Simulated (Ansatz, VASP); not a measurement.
One calculation of GaN, two programs

```
CELL_PARAMETERS angstrom
0.00000 2.09048 2.09048
2.09048 0.00000 2.09048
2.09048 2.09048 0.00000
ATOMIC_POSITIONS crystal
Ga 0.00000 0.00000 0.00000
N 0.50000 0.50000 0.50000
```

Alike in both runs: functional LDA; k mesh 10 × 10 × 10; occupations gaussian, width 0.02 eV; no spin polarisation.

Ansatz relaxed the structure, and its values are those at the end. VASP's run is a single point on that final structure, the one shown.

|  | VASP | Ansatz |
| --- | --- | --- |
| version | VASP 6.6.1 | Ansatz 0.2.0 |
| potentials or method | VASP PAW LDA potentials, release 64 (Ga_d, N_h), cutoff 1330 eV | scalar-relativistic, plane waves, PAW |
| valence electrons in the cell | 18 | 18 |

Ansatz gave:

| Quantity | Value |
| --- | --- |
| gap on the k mesh at the Fermi level (eV) | 0.63 |
| least direct gap on the mesh (eV) | 3.22 |
| pressure (GPa) | 0.0 |

Q: Which values does VASP return?

A: gap on the k mesh at the Fermi level (eV): 0.65; least direct gap on the mesh (eV): 3.25; pressure (GPa): 1.3.

LDA's correlation is that of Perdew and Zunger in VASP and of Perdew and Wang (1992) in Ansatz.
